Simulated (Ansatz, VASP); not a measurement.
## Two plane-wave programs on WC

INCAR

```
PREC = Accurate
ENCUT = 520
EDIFF = 1E-6
ISMEAR = -1
SIGMA = 0.15
LREAL = F
LASPH = T
NELM = 60
ALGO = Normal
ISIF = 2
LWAVE = F
LCHARG = F
GGA = PE
NBANDS = 16
```

Contents of KPOINTS:

```
Automatic mesh
0
Gamma
  11 11 10
```

Contents of POSCAR:

```
WC
1.0
    2.8672181576      0.0000000000      0.0000000000
   -1.4336090788      2.4830809649      0.0000000000
    0.0000000000      0.0000000000      2.7982628680
W C
1 1
Direct
    0.0000000000      0.0000000000      0.0000000000
    0.6666666667      0.3333333333      0.5000000000
```

Input for Ansatz:

```yaml
crystal:
  lattice:
    - [2.867218157616604, 0.0, 0.0]
    - [-1.433609078808302, 2.4830809649188903, 0.0]
    - [0.0, 0.0, 2.798262868018324]
  atoms:
    - { symbol: W, position: [0.0, 0.0, 0.0] }
    - { symbol: C, position: [0.6666666666666666, 0.3333333333333333, 0.5] }
basis:
  ecutwfc: 571.4391111657479
kpoints:
  mp_grid:
    grid: [11, 11, 10]
hamiltonian:
  xc: pbe
scf:
  convergence:
    dr2_threshold: 1.0e-10
  occupations:
    method: fermi_dirac
    width: 0.15
output:
  stress: true
```

Alike in both runs: task single point; functional PBE; k mesh 11 × 11 × 10; occupations fermi-dirac, width 0.15 eV; no spin polarisation.

|  | VASP | Ansatz |
| --- | --- | --- |
| version | VASP 6.6.1 | Ansatz 0.2.0 |
| potentials or method | VASP PAW PBE potentials, release 64 (W_sv, C), cutoff 520 eV | plane waves, PAW |
| valence electrons in the cell | 18 | 18 |

Ansatz gave:

* pressure (GPa): 23.8
* traceless stress, the component that is largest in VASP (GPa): 1.15

Task: What did VASP give for the same quantities?

Result: Pressure (GPa): 25.2; traceless stress, the component that is largest in VASP (GPa): 1.40.

Ansatz's warnings: structure snapped to symmetry.

Spin-orbit coupling is off throughout.
